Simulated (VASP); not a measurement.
Wanted: the native input for a VASP 6.6.1 run.

* Task: relaxation of cell and atoms
* Functional: PBEsol
* Potentials or basis: VASP PAW PBE potentials, release 64 (Ti_sv, O)
* Cutoff: 600 eV
* k mesh: 18 × 18 × 10
* Occupations: gaussian, width 0.1 eV
* Spin: no spin polarisation
* Target pressure: 60 GPa
* Dipole correction: no
* Further INCAR settings: ALGO = Normal; EDIFF = 1e-06; IBRION = 2; EDIFFG = -0.008; NSW = 70; ISIF = 3

The structure of Ti2O lies in POSCAR:

```
Ti2O
1.0
    2.7552811757      0.0000000000      0.0000000000
   -1.3776405878      2.3861434928      0.0000000000
    0.0000000000      0.0000000000      4.4477459834
Ti O
2 1
Direct
    0.6666666667      0.3333333333      0.2674641730
    0.3333333333      0.6666666667      0.7325358270
    0.0000000000      0.0000000000      0.0000000000
```

These files were run (other wordings do the same):

INCAR

```
PREC     = Accurate       # precision mode
ENCUT    = 600            # plane-wave cutoff, eV
EDIFF    = 1E-6           # SCF threshold, eV
ISMEAR   = 0              # smearing method
SIGMA    = 0.1            # smearing width, eV
LREAL    = False          # projectors in reciprocal space
LASPH    = True           # aspherical terms in the spheres
NELM     = 60             # most SCF steps
ALGO     = Normal         # electronic algorithm
ISIF     = 3              # what is computed and relaxed
LWAVE    = False          # write WAVECAR
LCHARG   = False          # write CHGCAR
GGA      = PS             # functional
IBRION   = 2              # ionic algorithm
NSW      = 70             # ionic steps
EDIFFG   = -0.008         # ionic threshold
PSTRESS  = 600.0
```

KPOINTS

```
regular mesh
0
Gamma
  18 18 10
```

Potentials or basis: VASP PAW PBE potentials, release 64 (Ti_sv, O).

Command:

```sh
$ cat potpaw_PBE.64/Ti_sv/POTCAR potpaw_PBE.64/O/POTCAR > POTCAR
$ mpirun -np 1 vasp_std > vasp.out
```

Results of the run:

```
Relaxed volume                                             : 9.73 Å³/atom
Relaxed cell                                               : a = 2.745 Å, b = 2.745 Å, c = 4.473 Å, α = 90.00°, β = 90.00°, γ = 120.00°
Space group after relaxing (to 0.1 Å)                      : P-3m1 (No. 164)
Energy change on relaxing (the run minimises the enthalpy) : +3.1 meV/atom
Ionic steps                                                : 7
Pressure after relaxing                                    : 60.0 GPa
Band gap on the k mesh                                     : zero (bands 15 and 16 overlap by 0.91 eV)
```

Caveat: the cell is relaxed towards a set pressure, so the run minimises the enthalpy, not the energy; the PAW data sets were made with another functional, which shifts forces and pressure a little.

Wall time 13 min on 1 thread of AMD EPYC 7R13 Processor (Zen 3), on a shared host, peak memory 0.3 GiB.
